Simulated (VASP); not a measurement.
Write the native input for VASP 6.6.1 that does the following.

```yaml
Task: single point
Functional: r2SCAN
Potentials_or_basis: VASP PAW PBE potentials, release 64 (Cu_sv_GW)
Cutoff: 900 eV
k_mesh: 13 × 13 × 13
Occupations: fermi-dirac, width 0.05 eV
Spin: no spin polarisation
Dipole_correction: no
Further_INCAR_settings: ALGO = Normal; EDIFF = 1e-06; NBANDS = 16
```

Crystal: Cu.

```
CELL_PARAMETERS angstrom
0.00000 1.73168 1.73168
1.73168 0.00000 1.73168
1.73168 1.73168 0.00000
ATOMIC_POSITIONS crystal
Cu 0.00000 0.00000 0.00000
```

One way to write it, as run:

POSCAR

```
Cu
1.0
    0.0000000000      1.7316817900      1.7316817900
    1.7316817900      0.0000000000      1.7316817900
    1.7316817900      1.7316817900      0.0000000000
Cu
1
Direct
    0.0000000000      0.0000000000      0.0000000000
```

INCAR.step1

```
SYSTEM = Cu
PREC     = Accurate       ! precision mode
ENCUT    = 900            ! plane-wave cutoff, eV
ISMEAR   = -1             ! smearing method
SIGMA    = 0.05           ! smearing width, eV
LREAL    = .FALSE.        ! projectors in reciprocal space
LASPH    = .TRUE.         ! aspherical terms in the spheres
NELM     = 120            ! most SCF steps
NBANDS   = 16             ! bands
GGA      = PE             ! functional
ALGO     = Normal         ! electronic algorithm
EDIFF    = 1E-5           ! SCF threshold, eV
LWAVE    = .TRUE.         ! write WAVECAR
LCHARG   = .FALSE.        ! write CHGCAR
GGA_COMPAT= .FALSE.
```

INCAR.step2

```
SYSTEM = Cu
PREC     = Accurate       ! precision mode
ENCUT    = 900            ! plane-wave cutoff, eV
EDIFF    = 1E-6           ! SCF threshold, eV
ISMEAR   = -1             ! smearing method
SIGMA    = 0.05           ! smearing width, eV
LREAL    = .FALSE.        ! projectors in reciprocal space
LASPH    = .TRUE.         ! aspherical terms in the spheres
NELM     = 120            ! most SCF steps
ALGO     = Normal         ! electronic algorithm
ISIF     = 2              ! what is computed and relaxed
LWAVE    = .FALSE.        ! write WAVECAR
LCHARG   = .FALSE.        ! write CHGCAR
METAGGA  = R2SCAN         ! meta-GGA
LMIXTAU  = .TRUE.       
NBANDS   = 16             ! bands
ISTART   = 1            
GGA_COMPAT= .FALSE.
```

KPOINTS

```
Automatic mesh
0
G
  13 13 13
  0 0 0
```

Potentials or basis: VASP PAW PBE potentials, release 64 (Cu_sv_GW).

Run with:

```sh
$ cat potpaw_PBE.64/Cu_sv_GW/POTCAR > POTCAR
$ cp INCAR.step1 INCAR
$ mpirun -np 1 vasp_std > vasp.out
$ cp INCAR.step2 INCAR
$ mpirun -np 1 vasp_std > vasp.out
```

Results of the run:

| Property | Result |
| --- | --- |
| Pressure | 18.6 GPa |
| Band gap on the k mesh | zero (an odd number of electrons rules out a gap without spin polarisation) |

Caveat: the cell stands under pressure; the PAW data sets were made with another functional, which shifts forces and pressure a little.

Wall time 120 s on 1 thread of AMD EPYC 7R13 Processor (Zen 3), on a shared host, peak memory 0.15 GiB.
